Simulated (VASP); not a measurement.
Wanted: the native input for a VASP 6.6.1 run.

```yaml
Task: single point
Functional: LDA
Potentials_or_basis: VASP PAW LDA potentials, release 64 (Tl_d, F)
Cutoff: 520 eV
k_mesh: 3 × 2 × 3
Occupations: fermi-dirac, width 0.05 eV
Spin: no spin polarisation
Dipole_correction: no
Further_INCAR_settings: ALGO = Normal; EDIFF = 1e-06; NBANDS = 94
```

The structure of Tl12F (a cell with a defect) lies in POSCAR:

```
Tl12F
1.0
    6.9200000000      0.0000000000      0.0000000000
   -5.1900000000      8.9893440000      0.0000000000
    0.0000000000      0.0000000000      5.5325400000
Tl F
12 1
Direct
    0.0059856420      0.0524509909     -0.0512965112
   -0.0119071691      0.1358386107      0.5056990099
   -0.0576556270      0.3305246745      0.0965740871
    0.2072459261      0.5257113311      0.5572666443
    0.1511998155      0.7018309679      0.0416806747
    0.1240923080      0.9283658518      0.4285915692
    0.4873106942     -0.0026030820     -0.0741431603
    0.6193813038      0.2732791180      0.5996522393
    0.4750729651      0.2647022964      0.1186796661
    0.7235413958      0.6106563505      0.4298025862
    0.7028454462      0.6836205178     -0.0486756535
    0.5332434909      0.8550568317      0.4395087970
    0.9030991948      0.5499511422      0.7099451608
```

One way to write it, as run:

INCAR

```
PREC = Accurate
ENCUT = 520
EDIFF = 1E-6
ISMEAR = -1
SIGMA = 0.05
LREAL = False
LASPH = True
NELM = 120
ALGO = Normal
ISIF = 2
LWAVE = False
LCHARG = False
NBANDS = 94
GGA_COMPAT = False
```

KPOINTS

```
Automatic mesh
0
Gamma
  3 2 3
```

Potentials or basis: VASP PAW LDA potentials, release 64 (Tl_d, F).

Launch:

```sh
$ cat potpaw_LDA.64/Tl_d/POTCAR potpaw_LDA.64/F/POTCAR > POTCAR
$ mpirun -np 1 vasp_std > vasp.out
```

It gave:

The pressure is 4.5 GPa, the largest force is 2.659 eV/Å and the band gap on the k mesh is zero (an odd number of electrons rules out a gap without spin polarisation).

Caveat: the k points lie up to 0.38 Å⁻¹ apart, too coarse for converged energies and pressures of a metal; spin-orbit coupling is left out, which moves the levels of the heavy elements.

Wall time 4.9 min on 1 thread of Intel(R) Xeon(R) Platinum 8488C (Sapphire Rapids) (shared host), peak memory 0.46 GiB.
